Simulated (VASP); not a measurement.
KMgF3:

```
K Mg F
1.0
     3.98590    0.00000    0.00000
     0.00000    3.98590    0.00000
     0.00000    0.00000    3.98590
K Mg F
1 1 3
Direct
  0.50000 0.50000 0.50000
  0.00000 0.00000 0.00000
  0.00000 0.00000 0.50000
  0.00000 0.50000 0.00000
  0.50000 0.00000 0.00000
```

```yaml
Program: VASP 6.6.1
Task: relaxation of cell and atoms
Functional: r2SCAN
Dispersion: rVV10
Potentials_or_basis: VASP PAW PBE potentials, release 64 (K_sv, Mg, F)
Cutoff: 600 eV
k_mesh: 7 × 7 × 7
Occupations: fermi-dirac, width 0.05 eV
Spin: no spin polarisation
```

At the start: pressure -2.1 GPa; volume 12.67 Å³/atom.

Q: How do energy, volume and symmetry change on relaxing?

A: Over 3 steps the energy falls by 2.2 meV/atom and the volume is 12.33 Å³/atom (-2.6 %); space group Pm-3m (No. 221, to 0.1 Å) before and after.

The path:
```tsv
step	energy change (eV)	largest force (eV/Å)	pressure (GPa)	volume (Å³)
1	0.0000	0.0000	-2.07	63.33
2	-0.0108	0.0000	-0.22	61.84
3	-0.0109	0.0000	0.01	61.67
```

Final structure:
```xyz
5
Lattice="3.9509 0.0000 0.0000 0.0000 3.9509 0.0000 0.0000 0.0000 3.9509" Properties=species:S:1:pos:R:3 pbc="T T T"
K     1.9755    1.9755    1.9755
Mg    0.0000    0.0000    0.0000
F     0.0000    0.0000    1.9755
F     0.0000    1.9755    0.0000
F     1.9755    0.0000    0.0000
```

Caveat: the PAW data sets were made with another functional, which shifts forces and pressure a little.
